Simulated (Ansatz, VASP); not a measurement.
## Ti in VASP and in Ansatz

```
Ti
1.0
     0.00000    2.12932    1.92653
     2.12932    0.00000    1.92653
     2.12932    2.12932    0.00000
Ti
1
Cartesian
  0.0000 0.0000 0.0000
```

Change from the starting cell: strain +0.050 along x and y, -0.050 along z, atoms carried along.

Alike in both runs: task single point; functional PBEsol; k mesh 26 × 26 × 26; occupations gaussian, width 0.15 eV; no spin polarisation.

|  | VASP | Ansatz |
| --- | --- | --- |
| version | VASP 6.6.1 | Ansatz 0.2.0 |
| potentials or method | VASP PAW PBE potentials, release 64 (Ti_sv), cutoff 520 eV | scalar-relativistic, plane waves, PAW |
| valence electrons in the cell | 12 | 12 |

|  | VASP | Ansatz | Ansatz less VASP |
| --- | --- | --- | --- |
| gap on the k mesh at the Fermi level (eV) | none | none | - |
| pressure (GPa) | -5.1 | -4.9 | +0.22 |
| traceless stress, the component that is largest in VASP (GPa) | 1.88 | 1.87 | -0.006 |

VASP's potentials were made for PBE, not for PBEsol. A gap of «none» marks a metal or a gap that the smearing closes.
